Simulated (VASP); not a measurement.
Input of a VASP 6.6.1 run:

POSCAR

```
TiSe
1.0
    5.6490240000     -0.7082910000      0.1663480000
   -0.9169300000      5.1205540000     -0.4381750000
    0.0114610000      0.2798490000      5.2756610000
Ti Se
4 4
Direct
    0.1029800000      0.9080170000      0.4976020000
    0.1129960000      0.2386330000      0.0643420000
    0.6724890000      0.6371740000      0.7974340000
    0.7318300000      0.4379170000      0.2877120000
    0.4137270000      0.9801360000      0.8780740000
    0.8067040000      0.1783810000      0.6827930000
    0.4096900000      0.7050700000      0.2347080000
    0.2209520000      0.4662120000      0.6096390000
```

Contents of INCAR.step1:

```
ALGO     = Normal         # electronic algorithm
EDIFF    = 1E-4           # SCF threshold, eV
ENCUT    = 520            # plane-wave cutoff, eV
GGA      = PE             # functional
ISMEAR   = 1              # smearing method
LASPH    = True           # aspherical terms in the spheres
LCHARG   = False          # write CHGCAR
LREAL    = False          # projectors in reciprocal space
LWAVE    = True           # write WAVECAR
NBANDS   = 46             # bands
NELM     = 60             # most SCF steps
PREC     = Accurate       # precision mode
SIGMA    = 0.0868         # smearing width, eV
```

File INCAR.step2:

```
ALGO     = Normal         # electronic algorithm
EDIFF    = 1E-7           # SCF threshold, eV
ENCUT    = 520            # plane-wave cutoff, eV
ISIF     = 2              # what is computed and relaxed
ISMEAR   = 1              # smearing method
ISTART   = 1            
LASPH    = True           # aspherical terms in the spheres
LCHARG   = False          # write CHGCAR
LMIXTAU  = True         
LREAL    = False          # projectors in reciprocal space
LWAVE    = False          # write WAVECAR
METAGGA  = R2SCAN         # meta-GGA
NBANDS   = 46             # bands
NELM     = 60             # most SCF steps
PREC     = Accurate       # precision mode
SIGMA    = 0.0868         # smearing width, eV
```

File KPOINTS:

```
Automatic mesh
0
Gamma
  4 4 4
  0.5 0.5 0
```

Potentials or basis: VASP PAW PBE potentials, release 64 (Ti_sv, Se).

Run with:

```console
$ cat potpaw_PBE.64/Ti_sv/POTCAR potpaw_PBE.64/Se/POTCAR > POTCAR
$ cp INCAR.step1 INCAR
$ mpirun -np 1 vasp_std > vasp.out
$ cp INCAR.step2 INCAR
$ mpirun -np 1 vasp_std > vasp.out
```

(1) Predict the band gap on the k mesh.

(2) Estimate the largest force.

(3) Predict the pressure.

## Answers

(1) zero (bands 36 and 37 overlap by 0.09 eV).

(2) 3.333 eV/Å.

(3) 6.6 GPa.

Caveat: the PAW data sets were made with another functional, which shifts forces and pressure a little.
